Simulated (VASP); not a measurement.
A run of VASP 6.6.1 is set up as follows.

The input INCAR:

```
PREC = Accurate ; ENCUT = 400
EDIFF = 1E-8 ; ISMEAR = -1
SIGMA = 0.05 ; LREAL = F
LASPH = T ; NELM = 120
ALGO = Normal ; ISIF = 2
LWAVE = F ; LCHARG = F
GGA = PS ; LEFG = T
NBANDS = 22 ; GGA_COMPAT = F
```

KPOINTS

```
regular mesh
0
Gamma
  9 9 9
```

The input POSCAR:

```
Sb
1.0
    2.1506003320      1.2416496806      3.6316800000
   -2.1506003320      1.2416496806      3.6316800000
    0.0000000000     -2.4832993611      3.6316800000
Sb
2
Direct
    0.2336400000      0.2336400000      0.2336400000
    0.7663600000      0.7663600000      0.7663600000
```

Potentials or basis: VASP PAW PBE potentials, release 64 (Sb_d_GW).

Run with:

```console
$ cat potpaw_PBE.64/Sb_d_GW/POTCAR > POTCAR
$ mpirun -np 1 vasp_std > vasp.out
```

Question: Estimate the largest force.

Answer: 0.334 eV/Å.

Question: Estimate the pressure.

Answer: 1.8 GPa.

Forces in eV/Å, atoms in the order of the input:
```
Sb   0.000  0.000  0.334
Sb   0.000  0.000 -0.334
```

Caveat: the cell differs from its parent crystal (zz strain of -3 %); without QUAD_EFG the Cq values of the log hold for a quadrupole moment of 1 mb, not for the nuclei; the PAW data sets were made with another functional, which shifts forces and pressure a little.
